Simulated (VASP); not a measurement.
# PbSe (Pm-3m) in VASP: a series of runs

PbSe is run at these levels: PBEsol; tasks: single point.

Program: VASP 6.6.1. These are calculated values, not measurements. Logs are shortened: lines on timing, memory, paths and dates and some standing lists are left out, and cuts for length are marked.

### Step 1. The cell of the first run

The structure is cubic, space group Pm-3m (No. 221). The conventional cell has a = 3.707 Å, b = 3.707 Å, c = 3.707 Å, α = 90.00°, β = 90.00°, γ = 90.00°. Within 4.2 Å of Pb (site symmetry m-3m) lie 8 Se at 3.21 Å and 6 Pb at 3.71 Å. Se (site symmetry m-3m) has 8 Pb at 3.21 Å and 6 Se at 3.71 Å within 4.2 Å.

### Step 2. Single point, PBEsol

Input file INCAR:

```
PREC = Accurate ; ENCUT = 500
EDIFF = 1E-6 ; ISMEAR = -1
SIGMA = 0.05 ; LREAL = False
LASPH = True ; NELM = 120
ALGO = Normal ; ISIF = 2
LWAVE = False ; LCHARG = True
GGA = PS ; LELF = True
LVHAR = True ; NBANDS = 17
GGA_COMPAT = False
```

Input file KPOINTS:

```
Automatic mesh
0
Gamma
  6 6 6
```

Input file POSCAR:

```
PbSe
1.0
    3.7070692621      0.0000000000      0.0000000000
    0.0000000000      3.7070692621      0.0000000000
    0.0000000000      0.0000000000      3.7070692621
Pb Se
1 1
Direct
    0.0000000000      0.0000000000      0.0000000000
    0.5000000000      0.5000000000      0.5000000000
```

Potentials or basis: VASP PAW PBE potentials, release 64 (Pb_d, Se).

Started as:

```bash
> cat potpaw_PBE.64/Pb_d/POTCAR potpaw_PBE.64/Se/POTCAR > POTCAR
> mpirun -np 1 vasp_std > vasp.out
```

OUTCAR:

```text
PREC = Accurate
   ENCUT = 500
   EDIFF = 1E-6
   ISMEAR = -1
   LREAL = False
   LASPH = True
   NELM = 120
   ISIF = 2
   GGA = PS

 ion  position               nearest neighbor table
   1  0.000  0.000  0.000-   2 3.21   2 3.21   2 3.21   2 3.21   2 3.21   2 3.21   2 3.21   2 3.21

   2  0.500  0.500  0.500-   1 3.21   1 3.21   1 3.21   1 3.21   1 3.21   1 3.21   1 3.21   1 3.21

  LATTYP: Found a simple cubic cell.
 ALAT       =     3.7070692621

  Lattice vectors:

 A1 = (   3.7070692621,   0.0000000000,   0.0000000000)
 A2 = (   0.0000000000,   3.7070692621,   0.0000000000)
 A3 = (   0.0000000000,   0.0000000000,   3.7070692621)

Analysis of symmetry for initial positions (statically):
=====================================================================
 Subroutine PRICEL returns:
 Original cell was already a primitive cell.

 Routine SETGRP: Setting up the symmetry group for a
 simple cubic supercell.

 Subroutine GETGRP returns: Found 48 space group operations
 (whereof 48 operations were pure point group operations)
 out of a pool of 48 trial point group operations.

The static configuration has the point symmetry O_h .

Analysis of symmetry for dynamics (positions and initial velocities):
=====================================================================
 Subroutine PRICEL returns:
 Original cell was already a primitive cell.

 Routine SETGRP: Setting up the symmetry group for a
 simple cubic supercell.

 Subroutine GETGRP returns: Found 48 space group operations
 (whereof 48 operations were pure point group operations)
 out of a pool of 48 trial point group operations.

The dynamic configuration has the point symmetry O_h .

 Subroutine INISYM returns: Found 48 space group operations
 (whereof 48 operations are pure point group operations),
 and found     1 'primitive' translations

----------------------------------------------------------------------------------------

                                     Primitive cell

  volume of cell :      50.9439

  direct lattice vectors                    reciprocal lattice vectors
     3.707069262  0.000000000  0.000000000     0.269754874  0.000000000  0.000000000
     0.000000000  3.707069262  0.000000000     0.000000000  0.269754874  0.000000000
     0.000000000  0.000000000  3.707069262     0.000000000  0.000000000  0.269754874

  length of vectors
     3.707069262  3.707069262  3.707069262     0.269754874  0.269754874  0.269754874

  position of ions in fractional coordinates (direct lattice)
     0.000000000  0.000000000  0.000000000
     0.500000000  0.500000000  0.500000000

  ion indices of the primitive-cell ions
   primitive index   ion index
                 1           1
                 2           2

----------------------------------------------------------------------------------------

 KPOINTS: Automatic mesh

Automatic generation of k-mesh.
 Grid dimensions read from file:
 generate k-points for:    6    6    6

 Generating k-lattice:

  Cartesian coordinates                     Fractional coordinates (reciprocal lattice)
     0.044959146  0.000000000  0.000000000     0.166666667  0.000000000  0.000000000
     0.000000000  0.044959146  0.000000000     0.000000000  0.166666667  0.000000000
     0.000000000  0.000000000  0.044959146     0.000000000  0.000000000  0.166666667

  Length of vectors
     0.044959146  0.044959146  0.044959146

  Shift w.r.t. Gamma in fractional coordinates (k-lattice)
     0.000000000  0.000000000  0.000000000

 Subroutine IBZKPT returns following result:
 ===========================================

 Found     20 irreducible k-points:

 Following reciprocal coordinates:
            Coordinates               Weight
  0.000000  0.000000  0.000000      1.000000
  0.166667  0.000000  0.000000      6.000000
  0.333333  0.000000  0.000000      6.000000
  0.500000  0.000000  0.000000      3.000000
  0.166667  0.166667  0.000000     12.000000
  0.333333  0.166667  0.000000     24.000000
[... 12 lines left out ...]
  0.500000  0.500000  0.333333      6.000000
  0.500000  0.500000  0.500000      1.000000
   k-points           NKPTS =     20   k-points in BZ     NKDIM =     20   number of bands    NBANDS=     17
   number of dos      NEDOS =    301   number of ions     NIONS =      2
   total plane-waves  NPLWV =  21952
   dimension x,y,z NGX =    28 NGY =   28 NGZ =   28
   dimension x,y,z NGXF=    56 NGYF=   56 NGZF=   56
   ions per type =               1   1
   NGX,Y,Z   is equivalent  to a cutoff of  12.56, 12.56, 12.56 a.u.
   NGXF,Y,Z  is equivalent  to a cutoff of  25.11, 25.11, 25.11 a.u.
 SYSTEM =  unknown system
   PREC   = accura    normal or accurate (medium, high low for compatibility)
   ISTART =      0    job   : 0-new  1-cont  2-samecut
   ICHARG =      2    charge: 1-file 2-atom 10-const
   ISPIN  =      1    spin polarized calculation?
   LNONCOLLINEAR =      F non collinear calculations
   LSORBIT =      F    spin-orbit coupling
   LASPH  =      T    aspherical Exc in radial PAW
   ENCUT  =  500.0 eV  36.75 Ry    6.06 a.u.   6.76  6.76  6.76*2*pi/ulx,y,z
   NELM   =    120;   NELMIN=  2; NELMDL= -5     # of ELM steps
   EDIFF  = 0.1E-05   stopping-criterion for ELM
   LREAL  =      F    real-space projection
   EDIFFG = 0.1E-04   stopping-criterion for IOM
   NSW    =      0    number of steps for IOM
   IBRION =     -1    ionic relax: 0-MD 1-quasi-New 2-CG
   NFREE  =      0    steps in history (QN), initial steepest desc. (CG)
   ISIF   =      2    stress and relaxation
   ISYM   =      2    0-nonsym 1-usesym 2-fastsym
   POTIM  = 0.5000    time-step for ionic-motion
   TEBEG  =    0.0;   TEEND  =   0.0 temperature during run
   PSTRESS=    0.0 pullay stress
   NELECT =      20.0000    total number of electrons
   NUPDOWN=      -1.0000    fix difference up-down
   EMIN   =  10.00;   EMAX   =-10.00  energy-range for DOS
   EFERMI =   0.00;   METHOD = LEGACY
   ISMEAR =    -1;   SIGMA  =   0.05  broadening in eV -4-tet -1-fermi 0-gaus
   EFERMI_NEDOS =   21; number of points for ismear=-14 and -15
   IALGO  =     38    algorithm
   IMIX   =      4    mixing-type and parameters
     AMIX     =   0.40;   BMIX     =  1.00
     AMIX_MAG =   1.60;   BMIX_MAG =  1.00
  volume/ion in A,a.u.               =      25.47       171.89
  Fermi-wavevector in a.u.,A,eV,Ry     =   1.198728  2.265268 19.550889  1.436950
  Thomas-Fermi vector in A             =   2.334610
   LORBIT       =      0    0 simple, 1 ext, 2 COOP (PROOUT), +10 PAW based schemes
   GGA     = PS    functional components
   LHFCALC =     F    Hartree Fock is set to
   AEXX    =    0.0000 exact exchange contribution
   IVDW    =     0    specifies the selected vdW correction
   LEPSILON=     F    determine dielectric tensor
   LRPA    =     F    only Hartree local field effects (RPA)
 non-spin polarized calculation
  energy-cutoff  :      500.00
  volume of cell :       50.94
 maximum number of plane-waves:      1328
 NGX is ok and might be reduce to    28
   NGX = 13   NGY = 13   NGZ = 13

 number of electron      19.9999999 magnetization

 Free energy of the ion-electron system (eV)
  ---------------------------------------------------
  ext. energy  EPLUGINS =         0.00000000
  ---------------------------------------------------
  free energy    TOTEN  =        -8.50396323 eV

  energy without entropy =       -8.49528856  energy(sigma->0) =       -8.49962590

 E-fermi :   5.8173     XC(G=0): -10.4151

 val. band max:        5.8160008578   @ k =   0.5000   0.5000   0.0000
 cond. band min:       5.9536777379   @ k =   0.5000   0.0000   0.0000
 fundamental gap:      0.1376768801
 Fermi energy:         5.8173415639

 k-point     1 :       0.0000    0.0000    0.0000
  band No.  band energies     occupation
      1     -10.9672      2.00000
      2     -10.9672      2.00000
      3     -10.7847      2.00000
      4     -10.7847      2.00000
      5     -10.7847      2.00000
      6      -7.7848      2.00000
[... 9 lines left out ...]
     16      17.8990      0.00000
     17      18.9308      0.00000

 k-point     2 :       0.1667    0.0000    0.0000
  band No.  band energies     occupation
      1     -10.9649      2.00000
      2     -10.9314      2.00000
      3     -10.7985      2.00000
      4     -10.7985      2.00000
      5     -10.7834      2.00000
      6      -7.5619      2.00000
[... 9 lines left out ...]
     16      17.5095      0.00000
     17      18.2234      0.00000

 k-point     3 :       0.3333    0.0000    0.0000
  band No.  band energies     occupation
      1     -10.9603      2.00000
      2     -10.8606      2.00000
      3     -10.8260      2.00000
      4     -10.8260      2.00000
      5     -10.7810      2.00000
      6      -6.9891      2.00000
[... 9 lines left out ...]
     16      15.9693      0.00000
     17      18.7983      0.00000

 k-point     4 :       0.5000    0.0000    0.0000
  band No.  band energies     occupation
      1     -10.9580      2.00000
      2     -10.8396      2.00000
      3     -10.8396      2.00000
      4     -10.8255      2.00000
      5     -10.7797      2.00000
      6      -6.5774      2.00000
[... 9 lines left out ...]
     16      19.0130      0.00000
     17      19.6235      0.00000

 k-point     5 :       0.1667    0.1667    0.0000
  band No.  band energies     occupation
      1     -10.9464      2.00000
      2     -10.9112      2.00000
      3     -10.8175      2.00000
      4     -10.7982      2.00000
      5     -10.7955      2.00000
      6      -7.3418      2.00000
[... 9 lines left out ...]
     16      16.3059      0.00000
     17      16.8976      0.00000

 k-point     6 :       0.3333    0.1667    0.0000
  band No.  band energies     occupation
      1     -10.9362      2.00000
      2     -10.8543      2.00000
      3     -10.8444      2.00000
      4     -10.8236      2.00000
      5     -10.7935      2.00000
      6      -6.7875      2.00000
[... 9 lines left out ...]
     16      16.4696      0.00000
     17      16.7062      0.00000

 k-point     7 :       0.5000    0.1667    0.0000
  band No.  band energies     occupation
      1     -10.9333      2.00000
      2     -10.8723      2.00000
      3     -10.8368      2.00000
      4     -10.8091      2.00000
      5     -10.7920      2.00000
      6      -6.4029      2.00000
[... 9 lines left out ...]
     16      17.2222      0.00000
     17      17.8196      0.00000

 k-point     8 :       0.3333    0.3333    0.0000
  band No.  band energies     occupation
      1     -10.9099      2.00000
      2     -10.9060      2.00000
      3     -10.8200      2.00000
      4     -10.8174      2.00000
      5     -10.7928      2.00000
      6      -6.3114      2.00000
[... 9 lines left out ...]
     16      15.6495      0.00000
     17      17.5588      0.00000
[... 123 lines left out ...]
      1     -10.9235      2.00000
      2     -10.8604      2.00000
      3     -10.8521      2.00000
      4     -10.8337      2.00000
      5     -10.7586      2.00000
      6      -5.9227      2.00000
[... 9 lines left out ...]
     16      16.3535      0.00000
     17      19.0631      0.00000

 k-point    16 :       0.5000    0.5000    0.1667
  band No.  band energies     occupation
      1     -10.9491      2.00000
      2     -10.8487      2.00000
      3     -10.8475      2.00000
      4     -10.8475      2.00000
      5     -10.7292      2.00000
      6      -5.7373      2.00000
[... 9 lines left out ...]
     16      16.7487      0.00000
     17      17.7837      0.00000

 k-point    17 :       0.3333    0.3333    0.3333
  band No.  band energies     occupation
      1     -10.8940      2.00000
      2     -10.8704      2.00000
      3     -10.8704      2.00000
      4     -10.7886      2.00000
      5     -10.7886      2.00000
      6      -5.8868      2.00000
[... 9 lines left out ...]
     16      17.0850      0.00000
     17      20.9626      0.00000

 k-point    18 :       0.5000    0.3333    0.3333
  band No.  band energies     occupation
      1     -10.9074      2.00000
      2     -10.8877      2.00000
      3     -10.8683      2.00000
      4     -10.7874      2.00000
      5     -10.7491      2.00000
      6      -5.7227      2.00000
[... 9 lines left out ...]
     16      18.0758      0.00000
     17      21.2569      0.00000

 k-point    19 :       0.5000    0.5000    0.3333
  band No.  band energies     occupation
      1     -10.9191      2.00000
      2     -10.8853      2.00000
      3     -10.8853      2.00000
      4     -10.7676      2.00000
      5     -10.7278      2.00000
      6      -5.6139      2.00000
[... 9 lines left out ...]
     16      19.1299      0.00000
     17      22.1606      0.00000

 k-point    20 :       0.5000    0.5000    0.5000
  band No.  band energies     occupation
      1     -10.9040      2.00000
      2     -10.9040      2.00000
      3     -10.9040      2.00000
      4     -10.7270      2.00000
      5     -10.7270      2.00000
      6      -5.5472      2.00000
[... 9 lines left out ...]
     16      20.2038      0.00000
     17      23.6429      0.00000

------------------------ aborting loop because EDIFF is reached ----------------------------------------

  FORCE on cell =-STRESS in cart. coord.  units (eV):
  Direction    XX          YY          ZZ          XY          YZ          ZX
  --------------------------------------------------------------------------------------
  -------------------------------------------------------------------------------------
  Total       -0.0679379     -0.0679379     -0.0679379     -0.0000000     -0.0000000      0.0000000
  in kB       -2.1366368     -2.1366368     -2.1366368     -0.0000000     -0.0000000      0.0000000
  external PRESSURE =      -2.1366368 kB  Pullay stress =       0.0000000 kB

 VOLUME and BASIS-vectors are now :
 -----------------------------------------------------------------------------
  energy-cutoff  :      500.00
  volume of cell :       50.94
      direct lattice vectors                 reciprocal lattice vectors
     3.707069262  0.000000000  0.000000000     0.269754874  0.000000000  0.000000000
     0.000000000  3.707069262  0.000000000     0.000000000  0.269754874  0.000000000
     0.000000000  0.000000000  3.707069262     0.000000000  0.000000000  0.269754874

 POSITION                                       TOTAL-FORCE (eV/Angst)
 -----------------------------------------------------------------------------------
      0.00000      0.00000      0.00000         0.000000      0.000000      0.000000
      1.85353      1.85353      1.85353         0.000000      0.000000      0.000000
 -----------------------------------------------------------------------------------
    total drift:                               -0.000000      0.000000     -0.000000

  FREE ENERGIE OF THE ION-ELECTRON SYSTEM (eV)
  ---------------------------------------------------
  free  energy   TOTEN  =        -8.5039632264 eV

  energy  without entropy=       -8.4952885639  energy(sigma->0) =       -8.49962590
```

Wall time 13 s (1 thread of Intel Xeon Platinum 8488C (Sapphire Rapids), shared host); peak memory 0.16 GiB.

What came out:

* Free energy: -8.5040 eV
* Pressure: -0.2 GPa
* Band gap on the k mesh: zero (band 10 reaches 6.05 eV, above the bottom of band 11 at 5.04 eV)

Caveat: the PAW data sets were made with another functional, which shifts forces and pressure a little; spin-orbit coupling is left out, which moves the levels of the heavy elements.

(Continued in part 2 of 3.)
